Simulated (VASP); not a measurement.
In, 2 atoms in the cell. The structure is cubic, space group Fd-3m (No. 227). The conventional cell has a = 6.195 Å, b = 6.195 Å, c = 6.195 Å, α = 90.00°, β = 90.00°, γ = 90.00°. In (site symmetry -43m) has 4 In at 2.68 Å within 3.5 Å. This isn't the form of In at room conditions, which is tetragonal.

```yaml
Program: VASP 6.6.1
Task: single point
Functional: PBEsol
Potentials_or_basis: VASP PAW PBE potentials, release 64 (In_d)
Cutoff: 520 eV
k_mesh: 10 × 10 × 10
Occupations: fermi-dirac, width 0.08 eV
Spin: no spin polarisation
Dipole_correction: no
Further_INCAR_settings: ALGO = Normal; EDIFF = 1e-06; NBANDS = 20
```

Potentials or basis: VASP PAW PBE potentials, release 64 (In_d).

The run is started by

```console
$ cat potpaw_PBE.64/In_d/POTCAR > POTCAR
$ mpirun -np 1 vasp_std > vasp.out
```

Hardware: 1 thread of AMD EPYC 7R13, on a shared host.

Task: How long does it take, and how much memory?

Result: Wall time 110 s on 1 thread of AMD EPYC 7R13, with other jobs on the host, peak memory 0.19 GiB. Counts: scf iterations 11, k points 47.
